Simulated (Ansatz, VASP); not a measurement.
**SrTiO3: VASP beside Ansatz**

File INCAR:

```
SYSTEM = SrTiO3
  PREC = Accurate
  ENCUT = 520
  EDIFF = 1E-6
  ISMEAR = 0
  SIGMA = 0.05
  LREAL = .False.
  LASPH = .True.
  NELM = 100
  ALGO = Normal
  ISIF = 2
  LWAVE = .False.
  LCHARG = .True.
  GGA = PE
  LELF = .True.
  LVHAR = .True.
  NBANDS = 28
```

The input KPOINTS:

```
Automatic mesh
0
Gamma
  6 6 6
  0 0 0
```

File POSCAR:

```
SrTiO3
1.0
    3.6542925511      0.0000000000      0.0000000000
    0.0000000000      3.6542925511      0.0000000000
    0.0000000000      0.0000000000      3.6542925511
Sr Ti O
1 1 3
Direct
    0.5000000000      0.5000000000      0.5000000000
    0.0000000000      0.0000000000      0.0000000000
    0.5000000000      0.0000000000      0.0000000000
    0.0000000000      0.5000000000      0.0000000000
    0.0000000000      0.0000000000      0.5000000000
```

Input for Ansatz:

```yaml
crystal:
  lattice:
    - [3.6542925511, 0.0, 0.0]
    - [0.0, 3.6542925511, 0.0]
    - [0.0, 0.0, 3.6542925511]
  atoms:
    - { symbol: Sr, position: [0.5, 0.5, 0.5] }
    - { symbol: Ti, position: [0.0, 0.0, 0.0] }
    - { symbol: O, position: [0.5, 0.0, 0.0] }
    - { symbol: O, position: [0.0, 0.5, 0.0] }
    - { symbol: O, position: [0.0, 0.0, 0.5] }
basis:
  ecutwfc: 420
  ecutrho_ratio: 4
kpoints:
  mp_grid: { grid: [6, 6, 6] }
hamiltonian:
  xc: pbe
scf:
  occupations: { method: gaussian, width: 0.05 }
output:
  forces: true
  stress: true
  eigenvalues: true
```

Alike in both runs: task single point; functional PBE; k mesh 6 × 6 × 6; occupations gaussian, width 0.05 eV; no spin polarisation.

```csv
,VASP,Ansatz
version,VASP 6.6.1,Ansatz 0.2.0
potentials or method,"VASP PAW PBE potentials, release 64 (Sr_sv, Ti_sv, O), cutoff 520 eV","scalar-relativistic, plane waves, PAW"
valence electrons in the cell,40,40
```

```tsv
	VASP	Ansatz	Ansatz less VASP
gap on the k mesh at the Fermi level (eV)	2.17	2.22	+0.047
least direct gap on the mesh (eV)	2.33	2.36	+0.025
```
